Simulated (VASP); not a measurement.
# Ru (Im-3m) in VASP: a series of runs, part 4 of 4

VASP 6.6.1. Earlier steps stand in the parts before.

**6. Single point, PBEsol**

INCAR reads:

```
SYSTEM = Ru
PREC     = Accurate       ! precision mode
ENCUT    = 520            ! plane-wave cutoff, eV
EDIFF    = 1E-6           ! SCF threshold, eV
ISMEAR   = -1             ! smearing method
SIGMA    = 0.1            ! smearing width, eV
LREAL    = .FALSE.        ! projectors in reciprocal space
LASPH    = .TRUE.         ! aspherical terms in the spheres
NELM     = 80             ! most SCF steps
ALGO     = Normal         ! electronic algorithm
ISIF     = 2              ! what is computed and relaxed
LWAVE    = .FALSE.        ! write WAVECAR
LCHARG   = .FALSE.        ! write CHGCAR
GGA      = PS             ! functional
NBANDS   = 13             ! bands
```

KPOINTS reads:

```
Automatic mesh
0
G
  16 16 16
  0 0 0
```

POSCAR reads:

```
Ru
1.0
   -1.5097539287      1.5097539287      1.5097539287
    1.5097539287     -1.5097539287      1.5097539287
    1.5097539287      1.5097539287     -1.5097539287
Ru
1
Direct
    0.0000000000      0.0000000000      0.0000000000
```

Potentials or basis: VASP PAW PBE potentials, release 64 (Ru_pv).

Launch:

```sh
$ cat potpaw_PBE.64/Ru_pv/POTCAR > POTCAR
$ mpirun -np 1 vasp_std > vasp.out
```

OUTCAR:

```text
SYSTEM = Ru
   PREC = Accurate
   ENCUT = 520
   EDIFF = 1E-6
   ISMEAR = -1
   LREAL = .FALSE.
   LASPH = .TRUE.
   NELM = 80
   ISIF = 2
   GGA = PS

 ion  position               nearest neighbor table
   1  0.000  0.000  0.000-

  LATTYP: Found a body centered cubic cell.
 ALAT       =     3.0195078574

  Lattice vectors:

 A1 = (  -1.5097539287,   1.5097539287,   1.5097539287)
 A2 = (   1.5097539287,  -1.5097539287,   1.5097539287)
 A3 = (   1.5097539287,   1.5097539287,  -1.5097539287)

Analysis of symmetry for initial positions (statically):
=====================================================================
 Subroutine PRICEL returns:
 Original cell was already a primitive cell.

 Routine SETGRP: Setting up the symmetry group for a
 body centered cubic supercell.

 Subroutine GETGRP returns: Found 48 space group operations
 (whereof 48 operations were pure point group operations)
 out of a pool of 48 trial point group operations.

The static configuration has the point symmetry O_h .

Analysis of symmetry for dynamics (positions and initial velocities):
=====================================================================
 Subroutine PRICEL returns:
 Original cell was already a primitive cell.

 Routine SETGRP: Setting up the symmetry group for a
 body centered cubic supercell.

 Subroutine GETGRP returns: Found 48 space group operations
 (whereof 48 operations were pure point group operations)
 out of a pool of 48 trial point group operations.

The dynamic configuration has the point symmetry O_h .

 Subroutine INISYM returns: Found 48 space group operations
 (whereof 48 operations are pure point group operations),
 and found     1 'primitive' translations

----------------------------------------------------------------------------------------

                                     Primitive cell

  volume of cell :      13.7651

  direct lattice vectors                    reciprocal lattice vectors
    -1.509753929  1.509753929  1.509753929     0.000000000  0.331179797  0.331179797
     1.509753929 -1.509753929  1.509753929     0.331179797  0.000000000  0.331179797
     1.509753929  1.509753929 -1.509753929     0.331179797  0.331179797  0.000000000

  length of vectors
     2.614970511  2.614970511  2.614970511     0.468358961  0.468358961  0.468358961

  position of ions in fractional coordinates (direct lattice)
     0.000000000  0.000000000  0.000000000

  ion indices of the primitive-cell ions
   primitive index   ion index
                 1           1

----------------------------------------------------------------------------------------

 KPOINTS: Automatic mesh

Automatic generation of k-mesh.
 Grid dimensions read from file:
 generate k-points for:   16   16   16

 Generating k-lattice:

  Cartesian coordinates                     Fractional coordinates (reciprocal lattice)
     0.000000000  0.020698737  0.020698737     0.062500000  0.000000000  0.000000000
     0.020698737  0.000000000  0.020698737     0.000000000  0.062500000  0.000000000
     0.020698737  0.020698737  0.000000000     0.000000000  0.000000000  0.062500000

  Length of vectors
     0.029272435  0.029272435  0.029272435

  Shift w.r.t. Gamma in fractional coordinates (k-lattice)
     0.000000000  0.000000000  0.000000000

 Subroutine IBZKPT returns following result:
 ===========================================

 Found    145 irreducible k-points:

 Following reciprocal coordinates:
            Coordinates               Weight
  0.000000  0.000000  0.000000      1.000000
  0.062500  0.000000  0.000000     12.000000
  0.125000  0.000000  0.000000     12.000000
  0.187500  0.000000  0.000000     12.000000
  0.250000  0.000000  0.000000     12.000000
  0.312500  0.000000  0.000000     12.000000
[... 16 lines left out ...]
  0.187500  0.187500  0.000000     24.000000
  0.250000  0.187500  0.000000     48.000000
 [... further k-points ...]
   k-points           NKPTS =    145   k-points in BZ     NKDIM =    145   number of bands    NBANDS=     13
   number of dos      NEDOS =    301   number of ions     NIONS =      1
   total plane-waves  NPLWV =   8000
   dimension x,y,z NGX =    20 NGY =   20 NGZ =   20
   dimension x,y,z NGXF=    40 NGYF=   40 NGZF=   40
   ions per type =               1
   NGX,Y,Z   is equivalent  to a cutoff of  12.71, 12.71, 12.71 a.u.
   NGXF,Y,Z  is equivalent  to a cutoff of  25.43, 25.43, 25.43 a.u.
 SYSTEM =  Ru
   PREC   = accura    normal or accurate (medium, high low for compatibility)
   ISTART =      0    job   : 0-new  1-cont  2-samecut
   ICHARG =      2    charge: 1-file 2-atom 10-const
   ISPIN  =      1    spin polarized calculation?
   LNONCOLLINEAR =      F non collinear calculations
   LSORBIT =      F    spin-orbit coupling
   LASPH  =      T    aspherical Exc in radial PAW
   ENCUT  =  520.0 eV  38.22 Ry    6.18 a.u.   4.86  4.86  4.86*2*pi/ulx,y,z
   NELM   =     80;   NELMIN=  2; NELMDL= -5     # of ELM steps
   EDIFF  = 0.1E-05   stopping-criterion for ELM
   LREAL  =      F    real-space projection
   EDIFFG = 0.1E-04   stopping-criterion for IOM
   NSW    =      0    number of steps for IOM
   IBRION =     -1    ionic relax: 0-MD 1-quasi-New 2-CG
   NFREE  =      0    steps in history (QN), initial steepest desc. (CG)
   ISIF   =      2    stress and relaxation
   ISYM   =      2    0-nonsym 1-usesym 2-fastsym
   POTIM  = 0.5000    time-step for ionic-motion
   TEBEG  =    0.0;   TEEND  =   0.0 temperature during run
   PSTRESS=    0.0 pullay stress
   NELECT =      14.0000    total number of electrons
   NUPDOWN=      -1.0000    fix difference up-down
   EMIN   =  10.00;   EMAX   =-10.00  energy-range for DOS
   EFERMI =   0.00;   METHOD = LEGACY
   ISMEAR =    -1;   SIGMA  =   0.10  broadening in eV -4-tet -1-fermi 0-gaus
   EFERMI_NEDOS =   21; number of points for ismear=-14 and -15
   IALGO  =     38    algorithm
   IMIX   =      4    mixing-type and parameters
     AMIX     =   0.40;   BMIX     =  1.00
     AMIX_MAG =   1.60;   BMIX_MAG =  1.00
  volume/ion in A,a.u.               =      13.77        92.89
  Fermi-wavevector in a.u.,A,eV,Ry     =   1.646360  3.111168 36.878587  2.710500
  Thomas-Fermi vector in A             =   2.736001
   LORBIT       =      0    0 simple, 1 ext, 2 COOP (PROOUT), +10 PAW based schemes
   GGA     = PS    functional components
   LHFCALC =     F    Hartree Fock is set to
   AEXX    =    0.0000 exact exchange contribution
   IVDW    =     0    specifies the selected vdW correction
   LEPSILON=     F    determine dielectric tensor
   LRPA    =     F    only Hartree local field effects (RPA)
 non-spin polarized calculation
  energy-cutoff  :      520.00
  volume of cell :       13.77
 maximum number of plane-waves:       384
   NGX =  9   NGY =  9   NGZ =  9

 number of electron      13.9999996 magnetization

 Free energy of the ion-electron system (eV)
  ---------------------------------------------------
  ext. energy  EPLUGINS =         0.00000000
  ---------------------------------------------------
  free energy    TOTEN  =        -9.53852628 eV

  energy without entropy =       -9.47490047  energy(sigma->0) =       -9.50671337

 E-fermi :  12.6202     XC(G=0): -14.1850

 val. band max:       12.6198582414   @ k =   0.2500   0.2500   0.0625
 cond. band min:      12.6210201803   @ k =   0.3750   0.1250   0.0625
 fundamental gap:      0.0011619389
 Fermi energy:        12.6201844750

 k-point     1 :       0.0000    0.0000    0.0000
  band No.  band energies     occupation
      1     -29.9020      2.00000
      2     -29.9020      2.00000
      3     -29.9020      2.00000
      4       4.4617      2.00000
      5       9.7409      2.00000
      6       9.7409      2.00000
      7       9.7409      2.00000
      8      12.5163      1.47739
      9      12.5163      1.47739
     10      22.9947      0.00000
     11      29.7275      0.00000
     12      29.7275      0.00000
     13      29.7275      0.00000

 k-point     2 :       0.0625    0.0000    0.0000
  band No.  band energies     occupation
      1     -29.9438      2.00000
      2     -29.9154      2.00000
      3     -29.9022      2.00000
      4       4.6364      2.00000
      5       9.6592      2.00000
      6       9.7353      2.00000
      7       9.8919      2.00000
      8      12.4077      1.78660
      9      12.5210      1.45878
     10      22.9946      0.00000
     11      29.8254      0.00000
[... 339 lines left out ...]
 k-point    24 :       0.2500    0.1875    0.0000
  band No.  band energies     occupation
      1     -30.7173      2.00000
      2     -30.2403      2.00000
      3     -29.9906      2.00000
      4       7.3879      2.00000
      5       8.4682      2.00000
      6       9.6610      2.00000
      7      12.0248      1.99482
      8      13.1297      0.01218
      9      15.5742      0.00000
     10      22.9923      0.00000
     11      26.0815      0.00000
     12      27.4458      0.00000
     13      31.2139      0.00000

 [... further k-points ...]
[... 5 lines left out ...]
  --------------------------------------------------------------------------------------
  -------------------------------------------------------------------------------------
  Total        0.0044460      0.0044460      0.0044460     -0.0000000     -0.0000000     -0.0000000
  in kB        0.5174861      0.5174861      0.5174861     -0.0000000     -0.0000000     -0.0000000
  external PRESSURE =       0.5174861 kB  Pullay stress =       0.0000000 kB

 VOLUME and BASIS-vectors are now :
 -----------------------------------------------------------------------------
  energy-cutoff  :      520.00
  volume of cell :       13.77
      direct lattice vectors                 reciprocal lattice vectors
    -1.509753929  1.509753929  1.509753929     0.000000000  0.331179797  0.331179797
     1.509753929 -1.509753929  1.509753929     0.331179797  0.000000000  0.331179797
     1.509753929  1.509753929 -1.509753929     0.331179797  0.331179797  0.000000000

 POSITION                                       TOTAL-FORCE (eV/Angst)
 -----------------------------------------------------------------------------------
      0.00000      0.00000      0.00000        -0.000000      0.000000     -0.000000
 -----------------------------------------------------------------------------------
    total drift:                                0.000000     -0.000000      0.000000

  FREE ENERGIE OF THE ION-ELECTRON SYSTEM (eV)
  ---------------------------------------------------
  free  energy   TOTEN  =        -9.5385262767 eV

  energy  without entropy=       -9.4749004704  energy(sigma->0) =       -9.50671337
```

It took 16 s on 1 thread of Intel Xeon 6975P-C, shared host; peak memory 0.14 GiB.

Results:

```yaml
Free_energy: -9.5385 eV
Pressure: 0.1 GPa
Band_gap_on_the_k_mesh: zero (band 7 reaches 14.49 eV, above the bottom of band 8 at 10.88 eV)
```

Levels at points of the mesh, in eV from the Fermi level:
```csv
k point,band 5,band 6,band 7,band 8,band 9,band 10
"(0.00, 0.00, 0.00)",-2.88,-2.88,-2.88,-0.10,-0.10,10.37
"(0.50, 0.00, 0.00)",-4.68,-0.12,0.37,1.13,2.50,10.27
"(0.50, 0.50, 0.50)",-6.43,1.87,1.87,1.87,9.33,9.33
```

Caveat: the PAW data sets were made with another functional, which shifts forces and pressure a little.

**7. Overview**

```csv
cell,k mesh,gap on the mesh (eV),pressure (GPa)
"a = 2.615 Å, angles 109.5°, 1 atom",15 × 15 × 15,none,-0.1
"a = 2.506 Å, angles 109.5°, 1 atom",16 × 16 × 16,none,54.2
"a = 2.543 Å, angles 109.5°, 1 atom",16 × 16 × 16,none,31.8
"a = 2.580 Å, angles 109.5°, 1 atom",16 × 16 × 16,none,14.1
"a = 2.615 Å, angles 109.5°, 1 atom",16 × 16 × 16,none,0.1
```

Alike in all rows: task single point; level PBEsol; potentials or basis VASP PAW PBE potentials, release 64 (Ru_pv); no spin polarisation; cutoff (eV) 520; smearing fermi-dirac 0.1 eV.

Caveats: the PAW data sets were made with another functional, which shifts forces and pressure a little.

Total energies depend on the potentials used, so only differences within one code and one set of settings carry meaning.
